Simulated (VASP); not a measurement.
# AlN in VASP: relaxation of the atoms with PBE

Aim: the relaxation of the atoms of AlN with PBE.

All numbers are computed with VASP 6.6.1; they aren't measurements. Logs are shortened: lines on timing, memory, paths and dates and some standing lists are left out, and cuts for length are marked.

### 1 The cell of the first run

The cell holds a slab with vacuum, 8 atoms: a = 3.130 Å, b = 5.017 Å, c = 17.614 Å, α = 90.00°, β = 90.00°, γ = 90.00°.

### 2 Relaxation of the atoms, PBE

The input, INCAR:

```
SYSTEM = AlN
ALGO = Normal
DIPOL = 0.5 0.5 0.500
EDIFF = 1E-6
EDIFFG = -0.03
ENCUT = 520
GGA = PE
IBRION = 2
IDIPOL = 3
ISIF = 2
ISMEAR = 0
LASPH = .True.
LCHARG = .False.
LDIPOL = .True.
LREAL = .False.
LWAVE = .False.
NELM = 100
NSW = 70
PREC = Accurate
SIGMA = 0.05
```

The input, KPOINTS:

```
k-points
0
Gamma
  9 6 1
  0 0 0
```

The input, POSCAR:

```
AlN
1.0
    3.1297683443      0.0000000000      0.0000000000
    0.0000000000      5.0173032419      0.0000000000
    0.0000000000      0.0000000000     17.6139451922
Al N
4 4
Selective dynamics
Direct
    0.0000000000      0.9982714950      0.3974123868  F F F
    0.5000000000      0.4982714950      0.4487061934  F F F
    0.5000000000      0.9982714950      0.5512938066  T T T
    0.0000000000      0.4982714950      0.6025876132  T T T
    0.0000000000      0.6167285050      0.3974123868  F F F
    0.5000000000      0.1167285050      0.4487061934  F F F
    0.5000000000      0.6167285050      0.5512938066  T T T
    0.0000000000      0.1167285050      0.6025876132  T T T
```

Potentials or basis: VASP PAW PBE potentials, release 64 (Al, N).

Launch:

```sh
> cat potpaw_PBE.64/Al/POTCAR potpaw_PBE.64/N/POTCAR > POTCAR
> mpirun -np 1 vasp_std > vasp.out
```

OUTCAR:

```text
SYSTEM = AlN
   EDIFF = 1E-6
   EDIFFG = -0.03
   ENCUT = 520
   GGA = PE
   IBRION = 2
   ISIF = 2
   ISMEAR = 0
   LASPH = .True.
   LREAL = .False.
   NELM = 100
   NSW = 70
   PREC = Accurate

 ion  position               nearest neighbor table
   1  0.000  0.998  0.397-   6 1.90   6 1.90   5 1.91   2 3.09   2 3.09   2 3.09   2 3.09   3 3.13
                             3 3.13
   2  0.500  0.498  0.449-   5 1.90   5 1.90   7 1.90   6 1.91   1 3.09   1 3.09   1 3.09   1 3.09
                             3 3.09   3 3.09   4 3.13   4 3.13
   3  0.500  0.998  0.551-   8 1.90   8 1.90   6 1.90   7 1.91   4 3.09   4 3.09   4 3.09   4 3.09
                             2 3.09   2 3.09   1 3.13   1 3.13
   4  0.000  0.498  0.603-   7 1.90   7 1.90   8 1.91   3 3.09   3 3.09   3 3.09   3 3.09   2 3.13
                             2 3.13
   5  0.000  0.617  0.397-   2 1.90   2 1.90   1 1.91
   6  0.500  0.117  0.449-   1 1.90   1 1.90   3 1.90   2 1.91
   7  0.500  0.617  0.551-   4 1.90   4 1.90   2 1.90   3 1.91
   8  0.000  0.117  0.603-   3 1.90   3 1.90   4 1.91

  LATTYP: Found a simple orthorhombic cell.
 ALAT       =     3.1297683443
 B/A-ratio  =     1.6030909288
 C/A-ratio  =     5.6278750548

  Lattice vectors:

 A1 = (   3.1297683443,   0.0000000000,   0.0000000000)
 A2 = (   0.0000000000,   5.0173032419,   0.0000000000)
 A3 = (   0.0000000000,   0.0000000000,  17.6139451922)

Analysis of symmetry for initial positions (statically):
=====================================================================
 Subroutine PRICEL returns:
 Original cell was already a primitive cell.

 Routine SETGRP: Setting up the symmetry group for a
 simple orthorhombic supercell.

 Subroutine GETGRP returns: Found  4 space group operations
 (whereof  2 operations were pure point group operations)
 out of a pool of  8 trial point group operations.

The static configuration has the point symmetry C_1h.
 The point group associated with its full space group is C_2v.

Analysis of symmetry for dynamics (positions and initial velocities):
=====================================================================
 Subroutine PRICEL returns:
 Original cell was already a primitive cell.

 Routine SETGRP: Setting up the symmetry group for a
 simple orthorhombic supercell.

 Subroutine GETGRP returns: Found  4 space group operations
 (whereof  2 operations were pure point group operations)
 out of a pool of  8 trial point group operations.

The dynamic configuration has the point symmetry C_1h.
 The point group associated with its full space group is C_2v.

Analysis of constrained symmetry for selective dynamics:
=====================================================================
 Subroutine PRICEL returns:
 Original cell was already a primitive cell.

 Routine SETGRP: Setting up the symmetry group for a
 simple orthorhombic supercell.

 Subroutine GETGRP returns: Found  2 space group operations
 (whereof  2 operations were pure point group operations)
 out of a pool of  8 trial point group operations.

The constrained configuration has the point symmetry C_1h.

 Subroutine INISYM returns: Found  2 space group operations
 (whereof  2 operations are pure point group operations),
 and found     1 'primitive' translations

----------------------------------------------------------------------------------------

                                     Primitive cell

  volume of cell :     276.5917

  direct lattice vectors                    reciprocal lattice vectors
     3.129768344  0.000000000  0.000000000     0.319512465  0.000000000  0.000000000
     0.000000000  5.017303242  0.000000000     0.000000000  0.199310257  0.000000000
     0.000000000  0.000000000 17.613945192     0.000000000  0.000000000  0.056773198

  length of vectors
     3.129768344  5.017303242 17.613945192     0.319512465  0.199310257  0.056773198

  position of ions in fractional coordinates (direct lattice)
     0.000000000  0.998271495  0.397412387
     0.500000000  0.498271495  0.448706193
     0.500000000  0.998271495  0.551293807
     0.000000000  0.498271495  0.602587613
[... 46 lines left out ...]
  0.222222  0.000000  0.000000      2.000000
  0.333333  0.000000  0.000000      2.000000
  0.444444  0.000000  0.000000      2.000000
  0.000000  0.166667  0.000000      2.000000
[... 12 lines left out ...]
  0.333333  0.500000  0.000000      2.000000
  0.444444  0.500000  0.000000      2.000000
   k-points           NKPTS =     20   k-points in BZ     NKDIM =     20   number of bands    NBANDS=     21
   number of dos      NEDOS =    301   number of ions     NIONS =      8
   total plane-waves  NPLWV = 134400
   dimension x,y,z NGX =    24 NGY =   40 NGZ =  140
   dimension x,y,z NGXF=    48 NGYF=   80 NGZF=  280
   ions per type =               4   4
   NGX,Y,Z   is equivalent  to a cutoff of  12.75, 13.25, 13.21 a.u.
   NGXF,Y,Z  is equivalent  to a cutoff of  25.50, 26.51, 26.43 a.u.
 SYSTEM =  AlN
   PREC   = accura    normal or accurate (medium, high low for compatibility)
   ISTART =      0    job   : 0-new  1-cont  2-samecut
   ICHARG =      2    charge: 1-file 2-atom 10-const
   ISPIN  =      1    spin polarized calculation?
   LNONCOLLINEAR =      F non collinear calculations
   LSORBIT =      F    spin-orbit coupling
   LASPH  =      T    aspherical Exc in radial PAW
   ENCUT  =  520.0 eV  38.22 Ry    6.18 a.u.   5.82  9.33 32.75*2*pi/ulx,y,z
   NELM   =    100;   NELMIN=  2; NELMDL= -5     # of ELM steps
   EDIFF  = 0.1E-05   stopping-criterion for ELM
   LREAL  =      F    real-space projection
   EDIFFG = -.3E-01   stopping-criterion for IOM
   NSW    =     70    number of steps for IOM
   IBRION =      2    ionic relax: 0-MD 1-quasi-New 2-CG
   NFREE  =      1    steps in history (QN), initial steepest desc. (CG)
   ISIF   =      2    stress and relaxation
   ISYM   =      2    0-nonsym 1-usesym 2-fastsym
   POTIM  = 0.5000    time-step for ionic-motion
   TEBEG  =    0.0;   TEEND  =   0.0 temperature during run
   PSTRESS=    0.0 pullay stress
   NELECT =      32.0000    total number of electrons
   NUPDOWN=      -1.0000    fix difference up-down
   EMIN   =  10.00;   EMAX   =-10.00  energy-range for DOS
   EFERMI =   0.00;   METHOD = LEGACY
   ISMEAR =     0;   SIGMA  =   0.05  broadening in eV -4-tet -1-fermi 0-gaus
   EFERMI_NEDOS =   21; number of points for ismear=-14 and -15
   IALGO  =     38    algorithm
   IMIX   =      4    mixing-type and parameters
     AMIX     =   0.40;   BMIX     =  1.00
     AMIX_MAG =   1.60;   BMIX_MAG =  1.00
  volume/ion in A,a.u.               =      34.57       233.32
  Fermi-wavevector in a.u.,A,eV,Ry     =   0.797710  1.507454  8.657951  0.636341
  Thomas-Fermi vector in A             =   1.904480
   LORBIT       =      0    0 simple, 1 ext, 2 COOP (PROOUT), +10 PAW based schemes
   GGA     = PE    functional components
   LHFCALC =     F    Hartree Fock is set to
   AEXX    =    0.0000 exact exchange contribution
   IVDW    =     0    specifies the selected vdW correction
   LEPSILON=     F    determine dielectric tensor
   LRPA    =     F    only Hartree local field effects (RPA)
 conjugate gradient relaxation of ions
 non-spin polarized calculation
 Gauss-broadening in eV      SIGMA  =   0.05
  energy-cutoff  :      520.00
  volume of cell :      276.59
 maximum number of plane-waves:      7486
 NGX is ok and might be reduce to    24
   NGX = 11   NGY = 19   NGZ = 65

--------------------------------------- Ionic step        1  -------------------------------------------

 number of electron      31.9999995 magnetization

 dipolmoment           0.000000      0.000000     -0.000001 electrons x Angstroem

 Free energy of the ion-electron system (eV)
  ---------------------------------------------------
  ext. energy  EPLUGINS =         0.00000000
  ---------------------------------------------------
  free energy    TOTEN  =       -54.43683549 eV

  energy without entropy =      -54.43683549  energy(sigma->0) =      -54.43683549

------------------------ aborting loop because EDIFF is reached ----------------------------------------

  FORCE on cell =-STRESS in cart. coord.  units (eV):
  Direction    XX          YY          ZZ          XY          YZ          ZX
  --------------------------------------------------------------------------------------
  -------------------------------------------------------------------------------------
  Total       -0.7209247     -8.3647761     -3.2612061      0.0000000     -0.0000049      0.0000000
  in kB       -4.1760081    -48.4535632    -18.8907692      0.0000000     -0.0000282      0.0000000
  external PRESSURE =     -23.8401135 kB  Pullay stress =       0.0000000 kB
[... 107 lines left out ...]
  FREE ENERGIE OF THE ION-ELECTRON SYSTEM (eV)
  ---------------------------------------------------
  free  energy   TOTEN  =       -54.9565630149 eV

  energy  without entropy=      -54.9565630149  energy(sigma->0) =      -54.95656301

 vacuum level on the upper side and lower side of the slab       (xc-potential included)         0.003        -0.217

[... ionic steps 4 to 22 ...]

--------------------------------------- Ionic step       23  -------------------------------------------

 number of electron      31.9999996 magnetization

------------------------ aborting loop because EDIFF is reached ----------------------------------------
[... 79 lines left out ...]
--------------------------------------- Ionic step       25  -------------------------------------------

 number of electron      31.9999996 magnetization

 dipolmoment           0.000000      0.000000      0.023241 electrons x Angstroem

 Free energy of the ion-electron system (eV)
  ---------------------------------------------------
  ext. energy  EPLUGINS =         0.00000000
  ---------------------------------------------------
  free energy    TOTEN  =       -55.01526390 eV

  energy without entropy =      -55.01526390  energy(sigma->0) =      -55.01526390

 E-fermi :  -1.2899     XC(G=0):  -4.2364

 val. band max:       -1.5183025774   @ k =   0.4444   0.5000   0.0000
 cond. band min:      -0.1352741148   @ k =   0.0000   0.0000   0.0000
 fundamental gap:      1.3830284625
 Fermi energy:        -1.2898633734

 k-point     1 :       0.0000    0.0000    0.0000
  band No.  band energies     occupation
      1     -16.7552      2.00000
      2     -15.6017      2.00000
      3     -14.3733      2.00000
      4     -13.6572      2.00000
      5      -7.4278      2.00000
      6      -6.6057      2.00000
[... 469 lines left out ...]
     20       3.9843      0.00000
     21       4.3631      0.00000

------------------------ aborting loop because EDIFF is reached ----------------------------------------

 vacuum level on the upper side and lower side of the slab       (xc-potential included)        -0.038        -0.311

  FORCE on cell =-STRESS in cart. coord.  units (eV):
  Direction    XX          YY          ZZ          XY          YZ          ZX
  --------------------------------------------------------------------------------------
  -------------------------------------------------------------------------------------
  Total        2.0062641     -2.2006665     -2.8443096      0.0000000      0.8094454      0.0000000
  in kB       11.6214280    -12.7475181    -16.4758668      0.0000000      4.6887702      0.0000000
  external PRESSURE =      -5.8673190 kB  Pullay stress =       0.0000000 kB
[... 23 lines left out ...]
  FREE ENERGIE OF THE ION-ELECTRON SYSTEM (eV)
  ---------------------------------------------------
  free  energy   TOTEN  =       -55.0152639018 eV

  energy  without entropy=      -55.0152639018  energy(sigma->0) =      -55.01526390

 reached required accuracy - stopping structural energy minimisation

 vacuum level on the upper side and lower side of the slab         3.533         3.249
```

It took 60 min on 1 thread of Oxide Virtual Turin-like, shared host; peak memory 0.39 GiB.

What came out:

```yaml
Free_energy: -55.0153 eV
Energy_gained_by_relaxing: 72.3 meV/atom
Ionic_steps: 25
Band_gap_on_the_k_mesh: 1.38 eV (least direct gap 1.40 eV)
```

The path:
```tsv
step	energy change (eV)	largest force on free atoms (eV/Å)	pressure (GPa)
1	0.0000	2.7177	-2.38
2	-0.4834	1.1048	-1.46
3	-0.5197	0.9583	-1.04
4	-0.5487	0.7456	-0.94
5	-0.5538	0.4725	-0.98
6	-0.5633	0.3266	-0.84
7	-0.5633	0.3396	-0.83
8	-0.5696	0.1664	-0.72
9	-0.5710	0.2129	-0.65
10	-0.5731	0.2294	-0.65
11	-0.5731	0.1904	-0.64
12	-0.5746	0.1311	-0.62
13	-0.5746	0.1249	-0.62
14	-0.5758	0.0770	-0.59
15	-0.5762	0.1046	-0.56
16	-0.5769	0.1126	-0.55
17	-0.5769	0.1168	-0.55
18	-0.5774	0.0553	-0.52
19	-0.5774	0.0628	-0.51
20	-0.5776	0.0618	-0.51
21	-0.5777	0.0767	-0.51
22	-0.5779	0.0533	-0.53
23	-0.5782	0.0936	-0.56
24	-0.5783	0.0664	-0.57
25	-0.5784	0.0172	-0.59
```

Final structure:
```xyz
8
Lattice="3.1298 0.0000 0.0000 0.0000 5.0173 0.0000 0.0000 0.0000 17.6139" Properties=species:S:1:pos:R:3 pbc="T T T"
Al    0.0000    5.0086    7.0000
Al    1.5649    2.5000    7.9035
Al    1.5649    4.9773    9.8179
Al    0.0000    2.3257   10.3729
N     0.0000    3.0943    7.0000
N     1.5649    0.5857    7.9035
N     1.5649    3.0858    9.7940
N     0.0000    0.5627   10.5590
```

Levels at points of the mesh, in eV from the valence-band top:
```csv
k point,band 13,band 14,band 15,band 16,band 17,band 18,band 19,band 20
"(0.00, 0.00, 0.00)",-0.83,-0.71,-0.07,-0.02,1.38,2.99,4.76,5.21
"(0.00, 0.50, 0.00)",-0.95,-0.71,-0.45,-0.26,1.90,3.20,5.26,5.57
```
